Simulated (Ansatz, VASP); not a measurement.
Two plane-wave programs on ScB2Sb3

The input INCAR:

```
ALGO = Fast
EDIFF = 1E-6
EDIFFG = -0.01
ENCUT = 600
GGA = PE
IBRION = 2
ISIF = 3
ISMEAR = 0
LASPH = True
LCHARG = False
LREAL = False
LWAVE = False
NELM = 80
NSW = 100
PREC = Accurate
SIGMA = 0.1
```

The input KPOINTS:

```
k-points
0
Gamma
  6 6 10
```

File POSCAR:

```
ScB2Sb3
1.0
    6.0267151900      0.0000000000      0.0000000000
   -3.0133575900      5.2192884500      0.0000000000
    0.0000000000      0.0000000000      3.7134181200
Sc B Sb
1 2 3
Direct
    0.0000000000      0.0000000000      0.0000000000
    0.3333333300      0.6666666700      0.0000000000
    0.6666666700      0.3333333300      0.0000000000
    0.5000000000      0.0000000000      0.5000000000
    0.5000000000      0.5000000000      0.5000000000
    0.0000000000      0.5000000000      0.5000000000
```

Input for Ansatz:

```yaml
crystal:
  lattice:
    - [6.02671519, 0.0, 0.0]
    - [-3.01335759, 5.21928845, 0.0]
    - [0.0, 0.0, 3.71341812]
  atoms:
    - { symbol: Sc, position: [0.0, 0.0, 0.0] }
    - { symbol: B, position: [0.33333333, 0.66666667, 0.0] }
    - { symbol: B, position: [0.66666667, 0.33333333, 0.0] }
    - { symbol: Sb, position: [0.5, 0.0, 0.5] }
    - { symbol: Sb, position: [0.5, 0.5, 0.5] }
    - { symbol: Sb, position: [0.0, 0.5, 0.5] }
basis:
  ecutwfc: 420
kpoints:
  mp_grid: { grid: [6, 6, 10] }
hamiltonian:
  xc: pbe
scf:
  occupations: { method: gaussian, width: 0.1 }
output:
  forces: true
  stress: true
  eigenvalues: true
relax:
  adjacent_minimum: "off"
  f_tol: 0.01
  max_steps: 80
  cell: { stress_tol: 0.05 }
```

Change from the starting cell: species swapped into the ScCo3B2 type (P6/mmm, No. 191).

Alike in both runs: task relaxation of cell and atoms; functional PBE; k mesh 6 × 6 × 10; occupations gaussian, width 0.1 eV; no spin polarisation.

```csv
,VASP,Ansatz
version,VASP 6.6.1,Ansatz 0.2.0
potentials or method,"VASP PAW PBE potentials, release 64 (Sc_sv, B, Sb), cutoff 600 eV","scalar-relativistic, plane waves, PAW"
valence electrons in the cell,32,62
```

VASP gave:

```
gap on the k mesh at the Fermi level, each at its own relaxed structure (eV) : none
relaxed volume (Å³/atom)                                                     : 20.02
relaxed length of the cell vector where the two differ most in proportion (Å)              : 6.427
```

Q: Estimate Ansatz's values.

A: gap on the k mesh at the Fermi level, each at its own relaxed structure (eV): none; relaxed volume (Å³/atom): 19.99; relaxed length of the cell vector where the two differ most in proportion (Å): 6.425.

A gap of «none» marks a metal or a gap that the smearing closes. VASP's potentials hold 32 valence electrons a cell and Ansatz's 62, so a difference there can come from the potentials and not from the codes.

Spin-orbit coupling is off throughout.
